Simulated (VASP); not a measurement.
# BN (F-43m) in VASP: further runs, part 2 of 2

VASP 6.6.1.

## Step 3: Single point, PBE (volume scaled by 0.94)

INCAR reads:

```
PREC = Accurate
ENCUT = 600
EDIFF = 1E-6
ISMEAR = 0
SIGMA = 0.02
LREAL = False
LASPH = True
NELM = 120
ALGO = Normal
ISIF = 2
LWAVE = False
LCHARG = False
GGA = PE
NBANDS = 11
GGA_COMPAT = False
```

KPOINTS reads:

```
regular mesh
0
Gamma
  12 12 12
```

POSCAR reads:

```
BN
1.0
    0.0000000000      1.7753340815      1.7753340815
    1.7753340815      0.0000000000      1.7753340815
    1.7753340815      1.7753340815      0.0000000000
B N
1 1
Direct
    0.0000000000      0.0000000000      0.0000000000
    0.7500000000      0.7500000000      0.7500000000
```

Potentials or basis: VASP PAW PBE potentials, release 64 (B, N).

Launch:

```console
$ cat potpaw_PBE.64/B/POTCAR potpaw_PBE.64/N/POTCAR > POTCAR
$ mpirun -np 1 vasp_std > vasp.out
```

Run time: 18 s. Hardware: 1 thread of Intel Xeon 8259CL, shared host; peak memory 0.12 GiB.

Results (log left out):

```yaml
Free_energy: -17.3973 eV
Pressure: 25.9 GPa
Band_gap_on_the_k_mesh: 4.51 eV, indirect (least direct gap 9.08 eV)
```

Levels at points of the mesh, in eV from the valence-band top:
| k point | band 1 | band 2 | band 3 | band 4 | band 5 | band 6 | band 7 | band 8 |
| --- | --- | --- | --- | --- | --- | --- | --- | --- |
| (0.00, 0.00, 0.00) | -20.86 | 0.00 | 0.00 | 0.00 | 9.08 | 9.08 | 9.08 | 11.24 |
| (0.50, 0.00, 0.00) | -16.38 | -11.20 | -2.04 | -2.04 | 10.86 | 11.00 | 11.00 | 15.81 |
| (0.50, 0.50, 0.00) | -14.94 | -9.28 | -5.18 | -5.18 | 4.51 | 9.53 | 18.76 | 18.76 |

Caveat: the cell differs from its parent crystal (volume scaled by 0.94).

## Step 4: Single point, PBE (volume scaled by 1.03)

INCAR reads:

```
SYSTEM = BN
PREC = Accurate
ENCUT = 600
EDIFF = 1E-6
ISMEAR = 0
SIGMA = 0.02
LREAL = .False.
LASPH = .True.
NELM = 120
ALGO = Normal
ISIF = 2
LWAVE = .False.
LCHARG = .False.
GGA = PE
NBANDS = 11
GGA_COMPAT = .False.
```

KPOINTS reads:

```
regular mesh
0
Gamma
  12 12 12
  0 0 0
```

POSCAR reads:

```
BN
1.0
    0.0000000000      1.8302758419      1.8302758419
    1.8302758419      0.0000000000      1.8302758419
    1.8302758419      1.8302758419      0.0000000000
B N
1 1
Direct
    0.0000000000      0.0000000000      0.0000000000
    0.7500000000      0.7500000000      0.7500000000
```

Potentials or basis: VASP PAW PBE potentials, release 64 (B, N).

Launch:

```console
$ cat potpaw_PBE.64/B/POTCAR potpaw_PBE.64/N/POTCAR > POTCAR
$ mpirun -np 1 vasp_std > vasp.out
```

OUTCAR:

```text
SYSTEM = BN
   PREC = Accurate
   ENCUT = 600
   EDIFF = 1E-6
   ISMEAR = 0
   LREAL = .False.
   LASPH = .True.
   NELM = 120
   ISIF = 2
   GGA = PE

 ion  position               nearest neighbor table
   1  0.000  0.000  0.000-   2 1.59   2 1.59   2 1.59   2 1.59
   2  0.750  0.750  0.750-   1 1.59   1 1.59   1 1.59   1 1.59

  LATTYP: Found a face centered cubic cell.
 ALAT       =     3.6605516838

  Lattice vectors:

 A1 = (   0.0000000000,   1.8302758419,   1.8302758419)
 A2 = (   1.8302758419,   0.0000000000,   1.8302758419)
 A3 = (   1.8302758419,   1.8302758419,   0.0000000000)
[... 513 lines left out ...]
      7      18.9079      0.00000
      8      22.1520      0.00000
      9      27.5436      0.00000
     10      31.8371      0.00000
     11      32.8843      0.00000

 [... further k-points ...]
[... 5 lines left out ...]
  --------------------------------------------------------------------------------------
  -------------------------------------------------------------------------------------
  Total       -0.8034232     -0.8034232     -0.8034232      0.0000000      0.0000000      0.0000000
  in kB     -104.9724471   -104.9724471   -104.9724471      0.0000000      0.0000000      0.0000000
  external PRESSURE =    -104.9724471 kB  Pullay stress =       0.0000000 kB

 VOLUME and BASIS-vectors are now :
 -----------------------------------------------------------------------------
  energy-cutoff  :      600.00
  volume of cell :       12.26
      direct lattice vectors                 reciprocal lattice vectors
     0.000000000  1.830275842  1.830275842    -0.273182866  0.273182866  0.273182866
     1.830275842  0.000000000  1.830275842     0.273182866 -0.273182866  0.273182866
     1.830275842  1.830275842  0.000000000     0.273182866  0.273182866 -0.273182866

 POSITION                                       TOTAL-FORCE (eV/Angst)
 -----------------------------------------------------------------------------------
      0.00000      0.00000      0.00000        -0.000000     -0.000000     -0.000000
      2.74541      2.74541      2.74541         0.000000      0.000000      0.000000
 -----------------------------------------------------------------------------------
    total drift:                               -0.000000     -0.000000     -0.000000

  FREE ENERGIE OF THE ION-ELECTRON SYSTEM (eV)
  ---------------------------------------------------
  free  energy   TOTEN  =       -17.4436214055 eV

  energy  without entropy=      -17.4436214055  energy(sigma->0) =      -17.44362141
```

stdout:

```text
POSCAR found type information on POSCAR B N
 POSCAR found :  2 types and       2 ions
 scaLAPACK will be used
 LDA part: xc-table for (Slater+PW92), standard interpolation
 POSCAR, INCAR and KPOINTS ok, starting setup
 FFT: planning ... GRIDC
 FFT: planning ... GRID_SOFT
 FFT: planning ... GRID
 WAVECAR not read
 entering main loop
```

Run time: 24 s. Hardware: 1 thread of Intel Xeon 8259CL, shared host; peak memory 0.14 GiB.

What came out:

* Free energy: -17.4436 eV
* Pressure: -10.5 GPa
* Band gap on the k mesh: 4.42 eV, indirect (least direct gap 8.64 eV)

Caveat: the cell differs from its parent crystal (volume scaled by 1.03). A k mesh can miss the band edges.

## Step 5: Single point, PBE (volume scaled by 1.06)

INCAR reads:

```
PREC     = Accurate       # precision mode
ENCUT    = 600            # plane-wave cutoff, eV
EDIFF    = 1E-6           # SCF threshold, eV
ISMEAR   = 0              # smearing method
SIGMA    = 0.02           # smearing width, eV
LREAL    = F              # projectors in reciprocal space
LASPH    = T              # aspherical terms in the spheres
NELM     = 120            # most SCF steps
ALGO     = Normal         # electronic algorithm
ISIF     = 2              # what is computed and relaxed
LWAVE    = F              # write WAVECAR
LCHARG   = F              # write CHGCAR
GGA      = PE             # functional
NBANDS   = 11             # bands
GGA_COMPAT= F
```

KPOINTS reads:

```
regular mesh
0
Gamma
  12 12 12
```

POSCAR reads:

```
BN
1.0
    0.0000000000      1.8478757278      1.8478757278
    1.8478757278      0.0000000000      1.8478757278
    1.8478757278      1.8478757278      0.0000000000
B N
1 1
Direct
    0.0000000000      0.0000000000      0.0000000000
    0.7500000000      0.7500000000      0.7500000000
```

Launch:

```console
$ cat potpaw_PBE.64/B/POTCAR potpaw_PBE.64/N/POTCAR > POTCAR
$ mpirun -np 1 vasp_std > vasp.out
```

Run time: 18 s. Hardware: 1 thread of Intel Xeon 8259CL, shared host; peak memory 0.14 GiB.

The run converged. Its results:

* Free energy: -17.4108 eV
* Pressure: -19.6 GPa
* Band gap on the k mesh: 4.39 eV, indirect (least direct gap 8.50 eV)

Levels at points of the mesh, in eV from the valence-band top:
```
           k point  band 1  band 2  band 3  band 4  band 5  band 6  band 7  band 8  band 9
(0.00, 0.00, 0.00)  -19.50    0.00    0.00    0.00    8.50    8.50    8.50    9.29   23.53
(0.50, 0.00, 0.00)  -15.59  -10.10   -1.82   -1.82    9.30   10.34   10.34   14.58   22.54
(0.50, 0.50, 0.00)  -14.31   -8.50   -4.59   -4.59    4.39    8.85   16.92   16.92   19.70
```

Caveat: the cell differs from its parent crystal (volume scaled by 1.06). A k mesh can miss the band edges.

## Step 6: Single point, PBE

INCAR reads:

```
SYSTEM = BN
PREC = Accurate
ENCUT = 600
EDIFF = 1E-6
ISMEAR = 0
SIGMA = 0.02
LREAL = .False.
LASPH = .True.
NELM = 120
ALGO = Normal
ISIF = 2
LWAVE = .False.
LCHARG = .False.
GGA = PE
NBANDS = 11
GGA_COMPAT = .False.
```

KPOINTS reads:

```
regular mesh
0
Gamma
  12 12 12
  0 0 0
```

POSCAR reads:

```
BN
1.0
    0.0000000000      1.8708330531      1.8708330531
    1.8708330531      0.0000000000      1.8708330531
    1.8708330531      1.8708330531      0.0000000000
B N
1 1
Direct
    0.0000000000      0.0000000000      0.0000000000
    0.7500000000      0.7500000000      0.7500000000
```

Potentials or basis: VASP PAW PBE potentials, release 64 (B, N).

Launch:

```console
$ cat potpaw_PBE.64/B/POTCAR potpaw_PBE.64/N/POTCAR > POTCAR
$ mpirun -np 1 vasp_std > vasp.out
```

Run time: 21 s. Hardware: 1 thread of Intel Xeon 8259CL, shared host; peak memory 0.14 GiB.

The run converged. Its results:

| Property | Result |
| --- | --- |
| Free energy | -17.3380 eV |
| Pressure | -29.9 GPa |
| Band gap on the k mesh | 4.34 eV, indirect (least direct gap 8.33 eV) |

Levels at points of the mesh, in eV from the valence-band top:
```
           k point  band 1  band 2  band 3  band 4  band 5  band 6  band 7  band 8  band 9
(0.00, 0.00, 0.00)  -19.10    0.00    0.00    0.00    8.33    8.33    8.33    8.72   22.87
(0.50, 0.00, 0.00)  -15.36   -9.78   -1.75   -1.75    8.84   10.13   10.13   14.20   22.06
(0.50, 0.50, 0.00)  -14.14   -8.28   -4.42   -4.42    4.34    8.64   16.38   16.38   19.12
```

## Step 7: Single point, PBE

This run uses another cell than the first one, of 6.55 Å³/atom, 1.134 times its volume.

INCAR reads:

```
PREC = Accurate
ENCUT = 600
EDIFF = 1E-6
ISMEAR = 0
SIGMA = 0.02
LREAL = F
LASPH = T
NELM = 120
ALGO = Normal
ISIF = 2
LWAVE = F
LCHARG = T
GGA = PE
LELF = T
LVHAR = T
NBANDS = 11
GGA_COMPAT = F
```

KPOINTS reads:

```
Automatic mesh
0
Gamma
  12 12 12
```

POSCAR is that of step 6.

Launch:

```console
$ cat potpaw_PBE.64/B/POTCAR potpaw_PBE.64/N/POTCAR > POTCAR
$ mpirun -np 1 vasp_std > vasp.out
```

It took 21 s on 1 thread of Intel Xeon 8259CL, shared host; peak memory 0.14 GiB.

The run converged. Its results:

- Free energy: -17.3380 eV
- Pressure: -29.9 GPa
- Band gap on the k mesh: 4.34 eV, indirect (least direct gap 8.33 eV)

Levels at points of the mesh, in eV from the valence-band top:
```csv
k point,band 2,band 3,band 4,band 5,band 6,band 7
"(0.00, 0.00, 0.00)",0.00,0.00,0.00,8.33,8.33,8.33
"(0.50, 0.00, 0.00)",-9.78,-1.75,-1.75,8.84,10.13,10.13
"(0.50, 0.50, 0.00)",-8.28,-4.42,-4.42,4.34,8.64,16.38
```

A k mesh can miss the band edges. As with any semilocal functional, this PBE gap is likely too small.

## Step 8: The runs side by side

| cell | gap on the mesh (eV) | pressure (GPa) |
| --- | --- | --- |
| a = 2.537 Å, angles 60.0°, 2 atoms | 4.48 | 12.0 |
| a = 2.511 Å, angles 60.0°, 2 atoms | 4.51 | 25.9 |
| a = 2.588 Å, angles 60.0°, 2 atoms | 4.42 | -10.5 |
| a = 2.613 Å, angles 60.0°, 2 atoms | 4.39 | -19.6 |
| a = 2.646 Å, angles 60.0°, 2 atoms | 4.34 | -29.9 |

Alike in all rows: task single point; level PBE; potentials or basis VASP PAW PBE potentials, release 64 (B, N); no spin polarisation; k mesh 12 × 12 × 12; cutoff (eV) 600; smearing gaussian 0.02 eV.

Total energies depend on the potentials used, so only differences within one code and one set of settings carry meaning.
